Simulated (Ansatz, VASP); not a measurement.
SiC2: VASP beside Ansatz

```xyz
6
Lattice="2.9876 0.0000 0.0000 -1.4938 2.5873 0.0000 0.0000 0.0000 7.3162" Properties=species:S:1:pos:R:3 pbc="T T T"
C     0.0000    0.0000   -0.1443
C     1.4938    0.8624    5.0558
C     0.0000    1.7249    2.4531
C     1.4938    0.8624    6.6264
Si    0.0000    1.7249    4.3555
Si    0.0000    0.0000    1.7731
```

Alike in both runs: task single point; functional r2SCAN; k mesh 9 × 9 × 4; no spin polarisation.

|  | VASP | Ansatz |
| --- | --- | --- |
| version | VASP 6.6.1 | Ansatz 0.2.0 |
| potentials or method | VASP PAW PBE potentials, release 64 (C, Si) | plane waves, PAW |
| plane-wave cutoff (eV) | 520 | 500 |
| occupations | gaussian, width 0.01 eV | fixed |
| valence electrons in the cell | 24 | 24 |

VASP gave:

| Property | Result |
| --- | --- |
| gap on the k mesh at the Fermi level (eV) | 1.82 |
| pressure (GPa) | -13.6 |
| traceless stress, the component that is largest in VASP (GPa) | -1.28 |
| rms of the force components (eV/Å) | 0.128 |

Problem. What did Ansatz give for the same quantities?

Solution. gap on the k mesh at the Fermi level (eV): 1.82; pressure (GPa): -13.6; traceless stress, the component that is largest in VASP (GPa): -1.23; rms of the force components (eV/Å): 0.129.

VASP's potentials were made for PBE, not for r2SCAN. Atom by atom the forces differ by 0.016 eV/Å (rms over components).
